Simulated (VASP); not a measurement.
The system is Zr.

```
Zr
1.0
     3.23200    0.00000    0.00000
    -1.61600    2.79899    0.00000
     0.00000    0.00000    5.14700
Zr
2
Direct
  0.66667 0.33333 0.75000
  0.33333 0.66667 0.25000
```

* Program: VASP 6.6.1
* Task: relaxation of cell and atoms
* Functional: revPBE
* Potentials or basis: VASP PAW PBE potentials, release 64 (Zr_sv)
* Cutoff: 600 eV
* k mesh: 9 × 9 × 5
* Occupations: fermi-dirac, width 0.05 eV
* Spin: no spin polarisation

At the start: pressure 2.1 GPa; volume 23.28 Å³/atom.

Question: Where does the relaxation end?

Answer: Over 4 steps the energy falls by 3.6 meV/atom and the volume is 23.80 Å³/atom (+2.2 %); space group P6_3/mmc (No. 194, to 0.1 Å) before and after.

Step by step:
```
step  energy change (eV)  largest force (eV/Å)  pressure (GPa)  volume (Å³)
   1              0.0000                0.0000            2.11        46.56
   2             -0.0005                0.0000           -1.96        48.65
   3             -0.0070                0.0000           -0.03        47.61
   4             -0.0071                0.0000           -0.02        47.59
```

Final structure:
```
Zr
1.0
     3.24979    0.00000    0.00000
    -1.62490    2.81440    0.00000
     0.00000    0.00000    5.20355
Zr
2
Direct
  0.66667 0.33333 0.75000
  0.33333 0.66667 0.25000
```

Caveat: the PAW data sets were made with another functional, which shifts forces and pressure a little.
